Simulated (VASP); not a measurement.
A run of VASP 6.6.1 is set up as follows.

Contents of POSCAR:

```
HfN
1.0
    3.4332100000      0.0000000000      0.0000000000
   -1.7166000000      2.9732400000      0.0000000000
    0.0000000000      0.0000000000      3.9698200000
Hf N
1 1
Direct
    0.0000000000      0.0000000000      0.5000000000
    0.0000000000      0.0000000000      0.0000000000
```

File INCAR.step1:

```
SYSTEM = HfN
PREC = Accurate
ENCUT = 520
EDIFF = 1E-5
ISMEAR = -1
SIGMA = 0.05
LREAL = .FALSE.
LASPH = .TRUE.
NELM = 100
ALGO = Normal
ISIF = 2
LWAVE = .TRUE.
LCHARG = .FALSE.
NBANDS = 14
GGA = PE
```

INCAR.step2

```
SYSTEM = HfN
PREC = Accurate
ENCUT = 520
EDIFF = 1E-7
ISMEAR = -1
SIGMA = 0.05
LREAL = .FALSE.
LASPH = .TRUE.
NELM = 100
ALGO = Normal
ISIF = 2
LWAVE = .FALSE.
LCHARG = .FALSE.
GGA = PE
LHFCALC = .TRUE.
AEXX = 1.0
ALDAC = 0.0
AGGAC = 0.0
PRECFOCK = Normal
NBANDS = 14
ISTART = 1
```

KPOINTS

```
regular mesh
0
G
  5 5 4
  0 0 0
```

Potentials or basis: VASP PAW PBE potentials, release 64 (Hf_pv, N).

Command:

```sh
$ cat potpaw_PBE.64/Hf_pv/POTCAR potpaw_PBE.64/N/POTCAR > POTCAR
$ cp INCAR.step1 INCAR
$ mpirun -np 1 vasp_std > vasp.out
$ cp INCAR.step2 INCAR
$ mpirun -np 1 vasp_std > vasp.out
```

Task: What does it give for the band gap on the k mesh?

Result: Zero (an odd number of electrons rules out a gap without spin polarisation).

Task: Estimate the pressure.

Result: -0.6 GPa.

Stress tensor (GPa, compression positive):
```
 13.00   0.00   0.00
  0.00  13.00   0.00
  0.00   0.00 -27.70
```

Caveat: the k points lie up to 0.42 Å⁻¹ apart, too coarse for converged energies and pressures of a metal; the PAW data sets were made with another functional, which shifts forces and pressure a little; spin-orbit coupling is left out, which moves the levels of the heavy elements.
